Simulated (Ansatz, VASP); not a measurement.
# TiO2 in VASP and in Ansatz

```xyz
6
Lattice="4.5937 0.0000 0.0000 0.0000 4.5937 0.0000 0.0000 0.0000 2.9581" Properties=species:S:1:pos:R:3 pbc="T T T"
Ti    0.0000    0.0000    0.0000
Ti    2.2969    2.2969    1.4791
O     1.4025    1.4025    0.0000
O     0.8944    3.6993    1.4791
O     3.1913    3.1913    0.0000
O     3.6993    0.8944    1.4791
```

Alike in both runs: task single point; functional PBE; k mesh 5 × 5 × 7; occupations fermi-dirac, width 0.05 eV; collinear spin; Hubbard terms Ti d U = 3.0 eV.

|  | VASP | Ansatz |
| --- | --- | --- |
| version | VASP 6.6.1 | Ansatz 0.2.0 |
| potentials or method | VASP PAW PBE potentials, release 64 (Ti_sv, O), cutoff 520 eV | PAW, plane waves, scalar-relativistic |
| valence electrons in the cell | 48 | 48 |

VASP gave:

| Quantity | Value |
| --- | --- |
| pressure (GPa) | 11.6 |
| traceless stress, the component that is largest in VASP (GPa) | 2.36 |
| rms of the force components (eV/Å) | 0.126 |
| net moment per atom (μB) | 0.00 |

Which values does Ansatz return?

Pressure (GPa): 7.9; traceless stress, the component that is largest in VASP (GPa): 1.76; rms of the force components (eV/Å): 0.065; net moment per atom (μB): 0.00.

The programs project onto different local orbitals, so the same U acts differently, and such runs can settle in different states. Atom by atom the forces differ by 0.061 eV/Å (rms over components). Ansatz's warnings: seeded moment not kept.
